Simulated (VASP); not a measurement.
Runs of VASP 6.6.1 on Li. The structure is that of space group P6_3/mmc (No. 194), or close to it. The cells are those of the table. 

| task | cell | k mesh | cutoff (eV) | gap on the mesh (eV) | pressure (GPa) | relaxed volume (Å³/atom) |
| --- | --- | --- | --- | --- | --- | --- |
| single point | a = 2.989, b = 2.989, c = 4.903 Å, angles 90.0, 90.0, 120.0°, 2 atoms | 15 × 15 × 8 | 520 | none | - | - |
| relaxation of cell and atoms | relaxed from a = 3.111, b = 3.111, c = 5.093 Å, angles 90.0, 90.0, 120.0°, 2 atoms | 15 × 15 × 8 | 600 | none | 0.0 | (a) |
| single point | a = 2.989, b = 2.989, c = 4.903 Å, angles 90.0, 90.0, 120.0°, 2 atoms | 18 × 18 × 10 | 520 | none | - | - |
| relaxation of cell and atoms | relaxed from a = 2.989, b = 2.989, c = 4.903 Å, angles 90.0, 90.0, 120.0°, 2 atoms | 18 × 18 × 10 | 600 | none | 0.0 | 18.79 |

Alike in all rows: level LDA; potentials or basis VASP PAW LDA potentials, release 64 (Li_sv); no spin polarisation; smearing gaussian 0.1 eV.

Q: Estimate the missing entries.

A: (a) 18.70.

Caveats: the cutoff is under 1.25 times the usual one of these potentials, so pressure, stress and relaxed cells hold a basis-set (Pulay) error; the volume moved by -12 % from the deposited cell, more than functionals usually miss (some runs).

A gap of «none» marks levels without a gap at the run's occupations.
